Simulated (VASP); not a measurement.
# S (R-3m) in VASP: density of states with PBE

Aim: the density of states of S with PBE.

All numbers are computed with VASP 6.6.1; they aren't measurements. Logs are shortened: lines on timing, memory, paths and dates and some standing lists are left out, and cuts for length are marked.

**1. The cell of the first run**

Symmetry: R-3m, No. 166, trigonal system. Conventional cell: a = 3.754 Å, b = 3.754 Å, c = 10.426 Å, α = 90.00°, β = 90.00°, γ = 120.00°. S (site symmetry 3m) has 6 S at 2.51 to 3.09 Å within 3.3 Å.

**2. Density of states, PBE**

Contents of POSCAR:

```
S
1.0
    1.8771530000      3.2513190000      0.0000000000
   -1.8771530000      3.2513190000      0.0000000000
    0.0000000000     -2.1675460000      3.4754070000
S
2
Direct
    0.2276400000      0.2276400000      0.6829200000
    0.7723600000      0.7723600000      0.3170800000
```

Contents of INCAR.step1:

```
SYSTEM = S
ALGO     = Normal         ! electronic algorithm
EDIFF    = 1E-7           ! SCF threshold, eV
ENCUT    = 520            ! plane-wave cutoff, eV
GGA      = PE             ! functional
ISIF     = 2              ! what is computed and relaxed
ISMEAR   = -1             ! smearing method
LASPH    = .True.         ! aspherical terms in the spheres
LCHARG   = .True.         ! write CHGCAR
LREAL    = .False.        ! projectors in reciprocal space
LWAVE    = .False.        ! write WAVECAR
NBANDS   = 13             ! bands
NELM     = 80             ! most SCF steps
PREC     = Accurate       ! precision mode
SIGMA    = 0.1            ! smearing width, eV
```

Contents of KPOINTS.step1:

```
k-points
0
Gamma
  11 11 11
  0 0 0
```

Contents of INCAR.step2:

```
SYSTEM = S
ALGO     = Normal         ! electronic algorithm
EDIFF    = 1E-7           ! SCF threshold, eV
ENCUT    = 520            ! plane-wave cutoff, eV
GGA      = PE             ! functional
ICHARG   = 11             ! starting density
ISIF     = 2              ! what is computed and relaxed
ISMEAR   = -5             ! smearing method
LASPH    = .True.         ! aspherical terms in the spheres
LCHARG   = .False.        ! write CHGCAR
LORBIT   = 11             ! projections on sites
LREAL    = .False.        ! projectors in reciprocal space
LWAVE    = .False.        ! write WAVECAR
NBANDS   = 13             ! bands
NEDOS    = 2001           ! points of the DOS
NELM     = 80             ! most SCF steps
PREC     = Accurate       ! precision mode
SIGMA    = 0.1            ! smearing width, eV
```

Contents of KPOINTS.step2:

```
k-points
0
Gamma
  17 17 17
  0 0 0
```

Potentials or basis: VASP PAW PBE potentials, release 64 (S).

The run is started by

```sh
> cat potpaw_PBE.64/S/POTCAR > POTCAR
> cp INCAR.step1 INCAR
> cp KPOINTS.step1 KPOINTS
> mpirun -np 1 vasp_std > vasp.out
> cp INCAR.step2 INCAR
> cp KPOINTS.step2 KPOINTS
> mpirun -np 1 vasp_std > vasp.out
```

OUTCAR:

```text
SYSTEM = S
   EDIFF = 1E-7
   ENCUT = 520
   GGA = PE
   ICHARG = 11
   ISIF = 2
   ISMEAR = -5
   LASPH = .True.
   LORBIT = 11
   LREAL = .False.
   NELM = 80
   PREC = Accurate

 ion  position               nearest neighbor table
   1  0.228  0.228  0.683-   2 2.51   2 2.51   2 2.51
   2  0.772  0.772  0.317-   1 2.51   1 2.51   1 2.51

  LATTYP: Found a trigonal (rhomboedric) cell.
 ALAT       =     4.0959395890
 COS(alpha) =     0.5799294319

  Lattice vectors:

 A1 = (   1.8771530000,   1.0837730000,   3.4754070000)
 A2 = (  -1.8771530000,   1.0837730000,   3.4754070000)
 A3 = (   0.0000000000,  -2.1675460000,   3.4754070000)

Analysis of symmetry for initial positions (statically):
=====================================================================
 Subroutine PRICEL returns:
 Original cell was already a primitive cell.

 Routine SETGRP: Setting up the symmetry group for a
 trigonal (rhombohedral) supercell.

 Subroutine GETGRP returns: Found 12 space group operations
 (whereof 12 operations were pure point group operations)
 out of a pool of 12 trial point group operations.

The static configuration has the point symmetry D_3d.

Analysis of symmetry for dynamics (positions and initial velocities):
=====================================================================
 Subroutine PRICEL returns:
 Original cell was already a primitive cell.

 Routine SETGRP: Setting up the symmetry group for a
 trigonal (rhombohedral) supercell.

 Subroutine GETGRP returns: Found 12 space group operations
 (whereof 12 operations were pure point group operations)
 out of a pool of 12 trial point group operations.

The dynamic configuration has the point symmetry D_3d.

 Subroutine INISYM returns: Found 12 space group operations
 (whereof 12 operations are pure point group operations),
 and found     1 'primitive' translations

----------------------------------------------------------------------------------------

                                     Primitive cell

  volume of cell :      42.4224

  direct lattice vectors                    reciprocal lattice vectors
     1.877153000  3.251319000  0.000000000     0.266360813  0.153783741  0.095912028
    -1.877153000  3.251319000  0.000000000    -0.266360813  0.153783741  0.095912028
     0.000000000 -2.167546000  3.475407000     0.000000000  0.000000000  0.287736084

  length of vectors
     3.754301350  3.754301350  4.095938168     0.322174858  0.322174858  0.287736084

  position of ions in fractional coordinates (direct lattice)
     0.227640000  0.227640000  0.682920000
     0.772360000  0.772360000  0.317080000

  ion indices of the primitive-cell ions
   primitive index   ion index
                 1           1
                 2           2

----------------------------------------------------------------------------------------

 KPOINTS: k-points

Automatic generation of k-mesh.
 Grid dimensions read from file:
 generate k-points for:   17   17   17

 Generating k-lattice:

  Cartesian coordinates                     Fractional coordinates (reciprocal lattice)
     0.015668283  0.009046102  0.005641884     0.058823529 -0.000000000  0.000000000
    -0.015668283  0.009046102  0.005641884    -0.000000000  0.058823529  0.000000000
     0.000000000  0.000000000  0.016925652     0.000000000  0.000000000  0.058823529

  Length of vectors
     0.018951462  0.018951462  0.016925652

  Shift w.r.t. Gamma in fractional coordinates (k-lattice)
     0.000000000  0.000000000  0.000000000

 TETIRR: Found   2465 inequivalent tetrahedra from    29478

 Subroutine IBZKPT returns following result:
 ===========================================

 Found    489 irreducible k-points:

 Following reciprocal coordinates:
            Coordinates               Weight
  0.000000  0.000000  0.000000      1.000000
  0.058824 -0.000000  0.000000      6.000000
  0.117647  0.000000 -0.000000      6.000000
  0.176471  0.000000 -0.000000      6.000000
  0.235294  0.000000 -0.000000      6.000000
  0.294118 -0.000000  0.000000      6.000000
[... 16 lines left out ...]
 -0.176471  0.058824  0.000000     12.000000
 -0.117647  0.058824  0.000000     12.000000
 [... further k-points ...]
   k-points           NKPTS =    489   k-points in BZ     NKDIM =    489   number of bands    NBANDS=     13
   number of dos      NEDOS =   2001   number of ions     NIONS =      2
   total plane-waves  NPLWV =  23520
   dimension x,y,z NGX =    28 NGY =   28 NGZ =   30
   dimension x,y,z NGXF=    56 NGYF=   56 NGZF=   60
   ions per type =               2
   NGX,Y,Z   is equivalent  to a cutoff of  12.40, 12.40, 12.18 a.u.
   NGXF,Y,Z  is equivalent  to a cutoff of  24.80, 24.80, 24.35 a.u.
 SYSTEM =  S
   PREC   = accura    normal or accurate (medium, high low for compatibility)
   ISTART =      0    job   : 0-new  1-cont  2-samecut
   ICHARG =     11    charge: 1-file 2-atom 10-const
   ISPIN  =      1    spin polarized calculation?
   LNONCOLLINEAR =      F non collinear calculations
   LSORBIT =      F    spin-orbit coupling
   LASPH  =      T    aspherical Exc in radial PAW
   ENCUT  =  520.0 eV  38.22 Ry    6.18 a.u.   6.98  6.98  7.62*2*pi/ulx,y,z
   NELM   =     80;   NELMIN=  2; NELMDL=  0     # of ELM steps
   EDIFF  = 0.1E-06   stopping-criterion for ELM
   LREAL  =      F    real-space projection
   EDIFFG = 0.1E-05   stopping-criterion for IOM
   NSW    =      0    number of steps for IOM
   IBRION =     -1    ionic relax: 0-MD 1-quasi-New 2-CG
   NFREE  =      0    steps in history (QN), initial steepest desc. (CG)
   ISIF   =      2    stress and relaxation
   ISYM   =      2    0-nonsym 1-usesym 2-fastsym
   POTIM  = 0.5000    time-step for ionic-motion
   TEBEG  =    0.0;   TEEND  =   0.0 temperature during run
   PSTRESS=    0.0 pullay stress
   NELECT =      12.0000    total number of electrons
   NUPDOWN=      -1.0000    fix difference up-down
   EMIN   =  10.00;   EMAX   =-10.00  energy-range for DOS
   EFERMI =   0.00;   METHOD = LEGACY
   ISMEAR =    -5;   SIGMA  =   0.10  broadening in eV -4-tet -1-fermi 0-gaus
   EFERMI_NEDOS =   21; number of points for ismear=-14 and -15
   IALGO  =     38    algorithm
   IMIX   =      4    mixing-type and parameters
     AMIX     =   0.40;   BMIX     =  1.00
     AMIX_MAG =   1.60;   BMIX_MAG =  1.00
  volume/ion in A,a.u.               =      21.21       143.14
  Fermi-wavevector in a.u.,A,eV,Ry     =   1.074658  2.030809 15.713230  1.154890
  Thomas-Fermi vector in A             =   2.210492
   LORBIT       =     11    0 simple, 1 ext, 2 COOP (PROOUT), +10 PAW based schemes
   GGA     = PE    functional components
   LHFCALC =     F    Hartree Fock is set to
   AEXX    =    0.0000 exact exchange contribution
   IVDW    =     0    specifies the selected vdW correction
   LEPSILON=     F    determine dielectric tensor
   LRPA    =     F    only Hartree local field effects (RPA)
 non-spin polarized calculation
 Fermi weights with tetrahedron method with Bloechl corrections
  energy-cutoff  :      520.00
  volume of cell :       42.42
 maximum number of plane-waves:      1158

 number of electron      12.0000000 magnetization

 Free energy of the ion-electron system (eV)
  ---------------------------------------------------
  ext. energy  EPLUGINS =         0.00000000
  ---------------------------------------------------
  free energy    TOTEN  =        -6.36771501 eV

  energy without entropy =       -6.36771501  energy(sigma->0) =       -6.36771501

 E-fermi :   4.5356     XC(G=0):  -9.5505

 val. band max:        4.5905675917   @ k =   0.2353   0.2353   0.2941
 cond. band min:       4.4428633912   @ k =   0.0000   0.0000   0.2353
 fundamental gap:     -0.1477042005
 Fermi energy:         4.5356389027

 k-point     1 :       0.0000    0.0000    0.0000
  band No.  band energies     occupation
      1     -11.2062      2.00000
      2      -4.9668      2.00000
      3       1.0686      2.00000
      4       1.0965      2.00000
      5       1.0965      2.00000
      6       4.5144      2.00000
      7       5.1274      0.00000
      8       5.1274      0.00000
      9      11.6025      0.00000
     10      11.6025      0.00000
     11      11.6888      0.00000
     12      12.7984      0.00000
     13      12.9344      0.00000

 k-point     2 :       0.0588   -0.0000    0.0000
  band No.  band energies     occupation
      1     -11.1688      2.00000
      2      -5.0433      2.00000
      3       1.0512      2.00000
      4       1.0774      2.00000
      5       1.1037      2.00000
      6       4.5351      1.57871
      7       5.0543      0.00000
      8       5.0996      0.00000
      9      11.3600      0.00000
     10      11.5816      0.00000
     11      11.5834      0.00000
     12      12.9754      0.00000
     13      13.1628      0.00000

 k-point     3 :       0.1176    0.0000   -0.0000
  band No.  band energies     occupation
      1     -11.0571      2.00000
      2      -5.2654      2.00000
      3       0.9538      2.00000
      4       1.0242      2.00000
      5       1.1859      2.00000
      6       4.5279      1.83698
      7       4.8909      0.00000
      8       5.0176      0.00000
      9      10.9560      0.00000
     10      11.4918      0.00000
     11      11.6220      0.00000
     12      13.4337      0.00000
     13      13.7381      0.00000
[... 305 lines left out ...]
 k-point    23 :      -0.1765    0.0588    0.0000
  band No.  band energies     occupation
      1     -10.7515      2.00000
      2      -5.8089      2.00000
      3       0.6773      2.00000
      4       0.9477      2.00000
      5       1.3536      2.00000
      6       4.1790      2.00000
      7       4.5635      0.35528
      8       5.0768      0.00000
      9      10.6805      0.00000
     10      11.3957      0.00000
     11      12.2411      0.00000
     12      13.9220      0.00000
     13      14.9585      0.00000

 k-point    24 :      -0.1176    0.0588    0.0000
  band No.  band energies     occupation
      1     -10.9624      2.00000
      2      -5.4311      2.00000
      3       0.8123      2.00000
      4       1.0162      2.00000
      5       1.2368      2.00000
      6       4.5044      1.97689
      7       4.6394     -0.00139
      8       5.1417      0.00000
      9      10.8135      0.00000
     10      11.2481      0.00000
     11      11.9640      0.00000
     12      13.3246      0.00000
     13      14.1799      0.00000

 [... further k-points ...]

------------------------ aborting loop because EDIFF is reached ----------------------------------------

  FORCE on cell =-STRESS in cart. coord.  units (eV):
  Direction    XX          YY          ZZ          XY          YZ          ZX
  --------------------------------------------------------------------------------------
  -------------------------------------------------------------------------------------
  Total       -0.9126096     -0.9126066     -2.4658903      0.0000000     -0.0000000      0.0000000
  in kB      -34.4667781    -34.4666643    -93.1299605      0.0000000     -0.0000000      0.0000000
  external PRESSURE =     -54.0211343 kB  Pullay stress =       0.0000000 kB

 VOLUME and BASIS-vectors are now :
 -----------------------------------------------------------------------------
  energy-cutoff  :      520.00
  volume of cell :       42.42
      direct lattice vectors                 reciprocal lattice vectors
     1.877153000  3.251319000  0.000000000     0.266360813  0.153783741  0.095912028
    -1.877153000  3.251319000  0.000000000    -0.266360813  0.153783741  0.095912028
     0.000000000 -2.167546000  3.475407000     0.000000000  0.000000000  0.287736084

 POSITION                                       TOTAL-FORCE (eV/Angst)
 -----------------------------------------------------------------------------------
      0.00000      0.00000      2.37342         0.000000     -0.000000      0.683620
      0.00000      4.33509      1.10198         0.000000      0.000000     -0.683620
 -----------------------------------------------------------------------------------
    total drift:                                0.000000     -0.000000      0.000000

  FREE ENERGIE OF THE ION-ELECTRON SYSTEM (eV)
  ---------------------------------------------------
  free  energy   TOTEN  =        -6.3677150131 eV

  energy  without entropy=       -6.3677150131  energy(sigma->0) =       -6.36771501

 total charge

# of ion       s       p       d       tot
------------------------------------------
    1        1.437   2.042   0.000   3.479
    2        1.437   2.042   0.000   3.479
--------------------------------------------------
tot          2.873   4.084   0.000   6.958
```

It took 2.2 min on 1 thread of Intel Xeon Platinum 8559C (Emerald Rapids), shared host; peak memory 0.3 GiB.

What came out:

| Quantity | Value |
| --- | --- |
| Valence electrons inside the program's atomic spheres | S 3.48 |

Caveat: tetrahedron occupations give inexact forces and stress in metals.
